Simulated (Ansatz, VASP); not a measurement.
## HfB2: VASP beside Ansatz

The input INCAR:

```
  ALGO = Normal
  EDIFF = 1E-8
  ENCUT = 520
  GGA = PE
  ISIF = 2
  ISMEAR = -1
  LASPH = T
  LCHARG = F
  LEFG = T
  LREAL = F
  LWAVE = F
  NBANDS = 15
  NELM = 80
  PREC = Accurate
  SIGMA = 0.05
```

File KPOINTS:

```
k-points
0
Gamma
  13 13 11
```

The input POSCAR:

```
HfB2
1.0
    3.0759004798      0.0000000000      0.0000000000
   -1.5379502400      2.6638079550      0.0000000000
    0.0000000000      0.0000000000      3.4089596583
Hf B
1 2
Direct
    0.0000000000      0.0000000000      0.0000000000
    0.3333333333      0.6666666667      0.5000000000
    0.6666666667      0.3333333333      0.5000000000
```

Input for Ansatz:

```yaml
crystal:
  lattice:
    - [3.0759004798, 0.0, 0.0]
    - [-1.53795024, 2.663807955, 0.0]
    - [0.0, 0.0, 3.4089596583]
  atoms:
    - { symbol: Hf, position: [0.0, 0.0, 0.0] }
    - { symbol: B, position: [0.3333333333, 0.6666666667, 0.5] }
    - { symbol: B, position: [0.6666666667, 0.3333333333, 0.5] }
kpoints:
  mp_grid: { grid: [13, 13, 11] }
scf:
  occupations: { method: fermi_dirac, width: 0.05 }
hamiltonian:
  xc: pbe
  pseudopotentials: { kind: all_electron, datasets: crystal }
output:
  forces: true
  stress: true
  eigenvalues: true
  efg: { contact_densities: true }
```

Change from the starting cell: volume scaled by 0.94, crystal datasets.

Alike in both runs: task electric field gradients; functional PBE; k mesh 13 × 13 × 11; occupations fermi-dirac, width 0.05 eV; no spin polarisation.

|  | VASP | Ansatz |
| --- | --- | --- |
| version | VASP 6.6.1 | Ansatz 0.2.0 |
| potentials or method | VASP PAW PBE potentials, release 64 (Hf_pv, B), cutoff 520 eV | all-electron PAW with datasets made for the crystal, scalar-relativistic |

VASP gave:

```
pressure (GPa)                                                : 18.9
traceless stress, the component that is largest in VASP (GPa) : -0.97
size of Vzz on the site where it differs most (V/Å²)          : 78.8
```

What did Ansatz give for the same quantities?

Pressure (GPa): 19.2; traceless stress, the component that is largest in VASP (GPa): -1.26; size of Vzz on the site where it differs most (V/Å²): 112.8.

Ansatz ran all-electron here, and VASP with PAW potentials.

Neither program's run includes spin-orbit coupling.
